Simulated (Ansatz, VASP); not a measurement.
# One calculation of AlRu, two programs

INCAR

```
PREC = Accurate ; ENCUT = 520
EDIFF = 1E-7 ; ISMEAR = 0
SIGMA = 0.15 ; LREAL = F
LASPH = T ; NELM = 60
ALGO = Fast ; ISIF = 2
LWAVE = F ; LCHARG = F
GGA = PS ; NBANDS = 34
```

The input KPOINTS:

```
regular mesh
0
Gamma
  20 20 7
```

The input POSCAR:

```
AlRu
1.0
    0.0000000000     -2.9764078218      0.0000000000
    0.0000000000      0.0000000000     -2.9764078218
   10.9292234653      0.0000000000      0.0000000000
Al Ru
3 3
Direct
    0.0000000000      0.0000000000      0.2042374788
    0.0000000000      0.0000000000      0.4765722729
    0.0000000000      0.0000000000      0.7489070670
    0.5000000000      0.5000000000      0.0680700818
    0.5000000000      0.5000000000      0.3404048758
    0.5000000000      0.5000000000      0.6127396699
```

Input for Ansatz:

```yaml
crystal:
  lattice:
    - [0.0, -2.9764078218, 0.0]
    - [0.0, 0.0, -2.9764078218]
    - [10.9292234653, 0.0, 0.0]
  atoms:
    - { symbol: Al, position: [0.0, 0.0, 0.2042374788] }
    - { symbol: Al, position: [0.0, 0.0, 0.4765722729] }
    - { symbol: Al, position: [0.0, 0.0, 0.748907067] }
    - { symbol: Ru, position: [0.5, 0.5, 0.0680700818] }
    - { symbol: Ru, position: [0.5, 0.5, 0.3404048758] }
    - { symbol: Ru, position: [0.5, 0.5, 0.6127396699] }
basis:
  ecutwfc: 420
kpoints:
  mp_grid: { grid: [20, 20, 7] }
hamiltonian:
  xc: pbesol
scf:
  occupations: { method: gaussian, width: 0.15 }
output:
  forces: true
  stress: true
  eigenvalues: true
```

Alike in both runs: task single point; functional PBEsol; k mesh 20 × 20 × 7; occupations gaussian, width 0.15 eV; no spin polarisation.

|  | VASP | Ansatz |
| --- | --- | --- |
| version | VASP 6.6.1 | Ansatz 0.2.0 |
| potentials or method | VASP PAW PBE potentials, release 64 (Al, Ru_pv), cutoff 520 eV | scalar-relativistic, plane waves, PAW |
| valence electrons in the cell | 51 | 57 |

```csv
,VASP,Ansatz,Ansatz less VASP
gap on the k mesh at the Fermi level (eV),none,none,-
pressure (GPa),-7.8,-7.9,-0.05
"traceless stress, the component that is largest in VASP (GPa)",-2.16,-2.14,+0.018
rms of the force components (eV/Å),0.252,0.254,+0.0016
```

VASP's potentials were made for PBE, not for PBEsol. Atom by atom the forces differ by 0.004 eV/Å (rms over components). A gap of «none» marks a metal or a gap that the smearing closes. The functional is the same, so the differences come from potentials, cutoffs and numerics. VASP's potentials hold 51 valence electrons a cell and Ansatz's 57, so a difference there can come from the potentials and not from the codes.
